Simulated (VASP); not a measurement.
Input of a VASP 6.6.1 run:

INCAR

```
  PREC = Accurate
  ENCUT = 520
  EDIFF = 1E-6
  ISMEAR = 0
  SIGMA = 0.1
  LREAL = False
  LASPH = True
  NELM = 100
  ALGO = Normal
  ISIF = 2
  LWAVE = False
  LCHARG = False
  LDIPOL = True
  IDIPOL = 3
  DIPOL = 0.5 0.5 0.294
  GGA = PE
  NBANDS = 23
```

Contents of KPOINTS:

```
regular mesh
0
Gamma
  6 6 1
```

File POSCAR:

```
In2S
1.0
    5.3849954247      0.0000000000      0.0000000000
   -2.6924977123      4.6635428371      0.0000000000
    0.0000000000      0.0000000000     23.8000000000
In S
2 1
Direct
    0.3333333333      0.6666666667      0.2941176471
    0.6666666667      0.3333333333      0.2941176471
    0.0000000000      0.0000000000      0.2941176471
```

Potentials or basis: VASP PAW PBE potentials, release 64 (In_d, S).

Launch:

```sh
$ cat potpaw_PBE.64/In_d/POTCAR potpaw_PBE.64/S/POTCAR > POTCAR
$ mpirun -np 1 vasp_std > vasp.out
```

(1) What does it give for the band gap on the k mesh?

Answers

(1) zero (band 16 reaches -2.31 eV, above the bottom of band 17 at -2.34 eV).

Caveat: spin-orbit coupling is left out, which moves the levels of the heavy elements.
